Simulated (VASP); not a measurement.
Yb, 1 atom in the cell. Symmetry: Im-3m, No. 229, cubic system. Conventional cell: a = 4.077 Å, b = 4.077 Å, c = 4.077 Å, α = 90.00°, β = 90.00°, γ = 90.00°. Within 4.6 Å of Yb (site symmetry m-3m) lie 14 Yb at 3.53 to 4.08 Å. 

* Program: VASP 6.6.1
* Task: single point
* Functional: r2SCAN
* Potentials or basis: VASP PAW PBE potentials, release 64 (Yb)
* Cutoff: 520 eV
* k mesh: 6 × 6 × 6
* Occupations: fermi-dirac, width 0.1 eV
* Spin: no spin polarisation
* Dipole correction: no
* Further INCAR settings: ALGO = Normal; EDIFF = 1e-06; NBANDS = 18

Potentials or basis: VASP PAW PBE potentials, release 64 (Yb).

The run is started by

```sh
$ cat potpaw_PBE.64/Yb/POTCAR > POTCAR
$ cp INCAR.step1 INCAR
$ mpirun -np 1 vasp_std > vasp.out
$ cp INCAR.step2 INCAR
$ mpirun -np 1 vasp_std > vasp.out
```

Hardware: 1 thread of Intel Xeon 6975P-C, with other jobs on the host.

**Question.** How long does it take, and how much memory?

**Answer.** It took 45 s on 1 thread of Intel Xeon 6975P-C, with other jobs on the host, peak memory 0.17 GiB. Counts: k points 16.
